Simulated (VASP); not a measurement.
SiC: single point with r2SCAN

The system is SiC.

```xyz
4
Lattice="3.0752 0.0000 0.0000 -1.5376 2.6632 0.0000 0.0000 0.0000 5.0482" Properties=species:S:1:pos:R:3 pbc="T T T"
Si    0.0000    1.7755    0.0232
Si    1.5376    0.8877    2.5473
C     0.0000    1.7755    1.9203
C     1.5376    0.8877    4.4444
```

```yaml
Program: VASP 6.6.1
Task: single point
Functional: r2SCAN
Potentials_or_basis: VASP PAW PBE potentials, release 64 (Si, C)
Cutoff: 520 eV
k_mesh: 12 × 12 × 4
Occupations: gaussian, width 0.05 eV
Spin: no spin polarisation
```

```yaml
Pressure: -0.2 GPa
Band_gap_on_the_k_mesh: 2.66 eV, indirect (least direct gap 4.49 eV)
```

Levels at points of the mesh, in eV from the valence-band top:
```tsv
k point	band 5	band 6	band 7	band 8	band 9	band 10	band 11	band 12
(0.00, 0.00, 0.00)	-1.39	-0.11	0.00	0.00	5.38	6.78	7.19	7.19
(0.50, 0.00, 0.00)	-5.62	-3.48	-3.36	-1.26	3.23	4.66	7.47	7.65
(0.00, 0.00, 0.50)	-0.75	-0.75	-0.75	-0.75	6.50	6.50	7.89	7.89
(0.50, 0.00, 0.50)	-2.56	-2.56	-2.44	-2.44	3.72	3.72	5.79	5.79
```

It took 52 s on 1 thread of Intel(R) Xeon(R) 6975P-C (Granite Rapids), with other jobs on the host, peak memory 0.17 GiB.

Caveat: the PAW data sets were made with another functional, which shifts forces and pressure a little. r2SCAN opens gaps a little over a GGA but as a rule still falls short of measured ones.
